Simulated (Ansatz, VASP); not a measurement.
# One calculation of KBr, two programs

```
K Br
1.0
     0.00000    3.27502    3.27502
     3.27502    0.00000    3.27502
     3.27502    3.27502    0.00000
K Br
1 1
Direct
  0.00000 0.00000 0.00000
  0.50000 0.50000 0.50000
```

Alike in both runs: task single point; functional PBEsol; k mesh 8 × 8 × 8; occupations gaussian, width 0.05 eV; no spin polarisation.

|  | VASP | Ansatz |
| --- | --- | --- |
| version | VASP 6.6.1 | Ansatz 0.2.0 |
| potentials or method | VASP PAW PBE potentials, release 64 (K_sv, Br), cutoff 500 eV | scalar-relativistic, plane waves, PAW |
| valence electrons in the cell | 16 | 16 |

```csv
,VASP,Ansatz,Ansatz less VASP
gap on the k mesh at the Fermi level (eV),4.33,4.34,+0.003
least direct gap on the mesh (eV),4.33,4.34,+0.003
pressure (GPa),0.1,0.0,-0.05
```

VASP's potentials were made for PBE, not for PBEsol.
